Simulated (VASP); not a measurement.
Wanted: the native input for a VASP 6.6.1 run.

| Property | Result |
| --- | --- |
| Task | relaxation of cell and atoms |
| Functional | r2SCAN |
| Potentials or basis | VASP PAW PBE potentials, release 64 (Si) |
| Cutoff | 600 eV |
| k mesh | 8 × 8 × 8 |
| Occupations | gaussian, width 0.01 eV |
| Spin | no spin polarisation |
| Target pressure | 2 GPa |
| Dipole correction | no |
| Further INCAR settings | ALGO = Normal; EDIFF = 1e-06; IBRION = 2; EDIFFG = -0.002; NSW = 100; ISIF = 3 |

Si:

```
CELL_PARAMETERS angstrom
2.72207 2.72207 0.00000
-2.72207 2.72207 0.00000
0.00000 2.72207 2.72207
ATOMIC_POSITIONS crystal
Si 0.25000 0.75000 0.50000
Si 0.00000 0.00000 0.00000
```

The input as run:

POSCAR

```
Si
1.0
    2.7220733657      2.7220733657      0.0000000000
   -2.7220733657      2.7220733657      0.0000000000
    0.0000000000      2.7220733657      2.7220733657
Si
2
Direct
    0.2500000000      0.7500000000      0.5000000000
    0.0000000000      0.0000000000      0.0000000000
```

INCAR.step1

```
PREC     = Accurate       # precision mode
ENCUT    = 600            # plane-wave cutoff, eV
ISMEAR   = 0              # smearing method
SIGMA    = 0.01           # smearing width, eV
LREAL    = False          # projectors in reciprocal space
LASPH    = True           # aspherical terms in the spheres
NELM     = 80             # most SCF steps
GGA      = PE             # functional
ALGO     = Normal         # electronic algorithm
EDIFF    = 1E-4           # SCF threshold, eV
LWAVE    = True           # write WAVECAR
LCHARG   = False          # write CHGCAR
```

INCAR.step2

```
PREC     = Accurate       # precision mode
ENCUT    = 600            # plane-wave cutoff, eV
EDIFF    = 1E-6           # SCF threshold, eV
ISMEAR   = 0              # smearing method
SIGMA    = 0.01           # smearing width, eV
LREAL    = False          # projectors in reciprocal space
LASPH    = True           # aspherical terms in the spheres
NELM     = 80             # most SCF steps
ALGO     = Normal         # electronic algorithm
ISIF     = 3              # what is computed and relaxed
LWAVE    = False          # write WAVECAR
LCHARG   = False          # write CHGCAR
METAGGA  = R2SCAN         # meta-GGA
LMIXTAU  = True         
IBRION   = 2              # ionic algorithm
NSW      = 100            # ionic steps
EDIFFG   = -0.002         # ionic threshold
PSTRESS  = 20.0         
ISTART   = 1
```

KPOINTS

```
regular mesh
0
Gamma
  8 8 8
```

Potentials or basis: VASP PAW PBE potentials, release 64 (Si).

Run with:

```sh
$ cat potpaw_PBE.64/Si/POTCAR > POTCAR
$ cp INCAR.step1 INCAR
$ mpirun -np 1 vasp_std > vasp.out
$ cp INCAR.step2 INCAR
$ mpirun -np 1 vasp_std > vasp.out
```

Results of the run:

| Property | Result |
| --- | --- |
| Relaxed volume | 19.73 Å³/atom |
| Relaxed cell | a = 3.821 Å, b = 3.821 Å, c = 3.821 Å, α = 60.00°, β = 60.00°, γ = 90.00° |
| Space group after relaxing (to 0.05 Å) | Fd-3m (No. 227) |
| Energy change on relaxing (the enthalpy is what falls) | +2.4 meV/atom |
| Ionic steps | 3 |
| Pressure after relaxing | 2.0 GPa |
| Band gap on the k mesh | 0.79 eV, indirect (least direct gap 2.76 eV) |

Caveat: the cell is relaxed towards a set pressure, so the enthalpy falls and the energy may rise; the PAW data sets were made with another functional, which shifts forces and pressure a little.

It used 61 s of CPU time on 1 thread of Intel Xeon 6975P-C, on a shared host.
